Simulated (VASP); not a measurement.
Runs of VASP 6.6.1 on I. The structure is that of space group Pm-3m (No. 221), or close to it. The cells are those of the table. 

| cell | gap on the mesh (eV) | pressure (GPa) |
| --- | --- | --- |
| a = 4.316 Å, angles 59.9°, 2 atoms | none | (a) |
| a = 3.947 Å, angles 59.9°, 2 atoms | none | 70.7 |
| a = 4.480 Å, angles 59.9°, 2 atoms | none | (b) |
| a = 4.631 Å, angles 59.9°, 2 atoms | none | 6.1 |
| a = 3.762 Å, angles 59.9°, 2 atoms | none | 111.1 |

Alike in all rows: task single point; level PBE; potentials or basis VASP PAW PBE potentials, release 64 (I); no spin polarisation; k mesh 11 × 11 × 11; cutoff (eV) 520; smearing fermi-dirac 0.1 eV.

Q: Estimate the missing entries.

A: (a) 23.6; (b) 12.6.

Caveats: spin-orbit coupling is left out, which moves the levels of the heavy elements.

A k mesh can miss the band edges, and the runs leave out spin-orbit coupling on I.

A gap of «none» marks levels without a gap at the run's occupations.
